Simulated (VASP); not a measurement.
Write the native input for VASP 6.6.1 that does the following.

| Property | Result |
| --- | --- |
| Task | relaxation of cell and atoms |
| Functional | revPBE |
| Potentials or basis | VASP PAW PBE potentials, release 64 (Na_pv) |
| Cutoff | 600 eV |
| k mesh | 11 × 11 × 11 |
| Occupations | fermi-dirac, width 0.1 eV |
| Spin | no spin polarisation |
| Dipole correction | no |
| Further INCAR settings | ALGO = Normal; EDIFF = 1e-07; IBRION = 2; EDIFFG = -0.01; NSW = 80; ISIF = 3 |

The structure of Na lies in POSCAR:

```
Na
1.0
   -2.1125000000      2.1125000000      2.1125000000
    2.1125000000     -2.1125000000      2.1125000000
    2.1125000000      2.1125000000     -2.1125000000
Na
1
Direct
    0.0000000000      0.0000000000      0.0000000000
```

The input as run:

INCAR

```
SYSTEM = Na
PREC = Accurate ; ENCUT = 600
EDIFF = 1E-7 ; ISMEAR = -1
SIGMA = 0.1 ; LREAL = .False.
LASPH = .True. ; NELM = 80
ALGO = Normal ; ISIF = 3
LWAVE = .False. ; LCHARG = .False.
GGA = RE ; IBRION = 2
NSW = 80 ; EDIFFG = -0.01
```

KPOINTS

```
regular mesh
0
Gamma
  11 11 11
  0 0 0
```

Potentials or basis: VASP PAW PBE potentials, release 64 (Na_pv).

Run with:

```bash
$ cat potpaw_PBE.64/Na_pv/POTCAR > POTCAR
$ mpirun -np 1 vasp_std > vasp.out
```

Results of the run:

| Quantity | Value |
| --- | --- |
| Relaxed volume | 39.39 Å³/atom |
| Relaxed cell | a = 3.713 Å, b = 3.713 Å, c = 3.713 Å, α = 109.47°, β = 109.47°, γ = 109.47° |
| Space group after relaxing (to 0.1 Å) | Im-3m (No. 229) |
| Energy gained by relaxing | 1.7 meV/atom |
| Ionic steps | 3 |
| Pressure after relaxing | 0.0 GPa |
| Band gap on the k mesh | zero (an odd number of electrons rules out a gap without spin polarisation) |

Caveat: the PAW data sets were made with another functional, which shifts forces and pressure a little.

Wall time 16 s on 1 thread of Intel(R) Xeon(R) 6975P-C (Granite Rapids), on a shared host, peak memory 0.16 GiB.
